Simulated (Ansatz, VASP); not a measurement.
# W in VASP and in Ansatz

Contents of POSCAR:

```
W
1.0
   -1.5973000000      1.5973000000      1.6611920000
    1.5973000000     -1.5973000000      1.6611920000
    1.5973000000      1.5973000000     -1.6611920000
W
1
Direct
    0.0000000000      0.0000000000      0.0000000000
```

INCAR.step1

```
  PREC = Accurate
  ENCUT = 520
  ISMEAR = 0
  SIGMA = 0.15
  LREAL = F
  LASPH = T
  NELM = 100
  NBANDS = 13
  GGA = PE
  ALGO = Normal
  EDIFF = 1E-4
  LWAVE = T
  LCHARG = F
```

File INCAR.step2:

```
  PREC = Accurate
  ENCUT = 520
  EDIFF = 1E-7
  ISMEAR = 0
  SIGMA = 0.15
  LREAL = F
  LASPH = T
  NELM = 100
  ALGO = Normal
  ISIF = 2
  LWAVE = F
  LCHARG = T
  METAGGA = R2SCAN
  LMIXTAU = T
  LELF = T
  LVHAR = T
  NBANDS = 13
  ISTART = 1
```

Contents of KPOINTS:

```
Automatic mesh
0
Gamma
  14 14 14
```

Input for Ansatz:

```yaml
crystal:
  lattice:
    - [-1.5973, 1.5973, 1.661192]
    - [1.5973, -1.5973, 1.661192]
    - [1.5973, 1.5973, -1.661192]
  atoms:
    - { symbol: W, position: [0.0, 0.0, 0.0] }
basis:
  ecutwfc: 500
kpoints:
  mp_grid: { grid: [14, 14, 14] }
hamiltonian:
  xc: r2scan
scf:
  occupations: { method: gaussian, width: 0.15 }
output:
  forces: true
  stress: true
  eigenvalues: true
```

Change from the starting cell: strain +0.000 along x and y, +0.040 along z, atoms carried along.

Alike in both runs: task single point; functional r2SCAN; k mesh 14 × 14 × 14; occupations gaussian, width 0.15 eV; no spin polarisation.

|  | VASP | Ansatz |
| --- | --- | --- |
| version | VASP 6.6.1 | Ansatz 0.2.0 |
| potentials or method | VASP PAW PBE potentials, release 64 (W_sv), cutoff 520 eV | scalar-relativistic, plane waves, PAW |
| valence electrons in the cell | 14 | 14 |

|  | VASP | Ansatz | Ansatz less VASP |
| --- | --- | --- | --- |
| gap on the k mesh at the Fermi level (eV) | none | none | - |
| pressure (GPa) | -16.6 | -17.5 | -0.92 |
| traceless stress, the component that is largest in VASP (GPa) | -7.15 | -7.14 | +0.010 |

VASP's potentials were made for PBE, not for r2SCAN. A gap of «none» marks a metal or a gap that the smearing closes.

Neither program's run includes spin-orbit coupling.
